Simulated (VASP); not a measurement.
A run of VASP 6.6.1 is set up as follows.

Contents of INCAR:

```
SYSTEM = Na
PREC = Accurate
ENCUT = 520
EDIFF = 1E-6
ISMEAR = -1
SIGMA = 0.05
LREAL = .False.
LASPH = .True.
NELM = 80
ALGO = Normal
ISIF = 2
LWAVE = .False.
LCHARG = .False.
GGA = CA
NBANDS = 14
```

Contents of KPOINTS:

```
Automatic mesh
0
Gamma
  11 11 6
  0 0 0
```

The input POSCAR:

```
Na
1.0
    3.7670009976      0.0376700100      0.0376700100
   -1.8508773132      3.2434835550      0.0137881806
    0.0615400000      0.0615400000      6.1540000000
Na
2
Direct
    0.3333333333      0.6666666667      0.2500000000
    0.6666666667      0.3333333333      0.7500000000
```

Potentials or basis: VASP PAW LDA potentials, release 64 (Na_pv).

Run with:

```sh
$ cat potpaw_LDA.64/Na_pv/POTCAR > POTCAR
$ mpirun -np 1 vasp_std > vasp.out
```

(1) Predict the band gap on the k mesh.

(2) Estimate the largest force.

(3) Estimate the pressure.

## Answers

(1) zero (bands 7 and 8 overlap by 4.01 eV).

(2) 0.006 eV/Å.

(3) -0.8 GPa.

Caveat: the cell differs from its parent crystal (equal xy, yz and zx shear strains of +2 %).
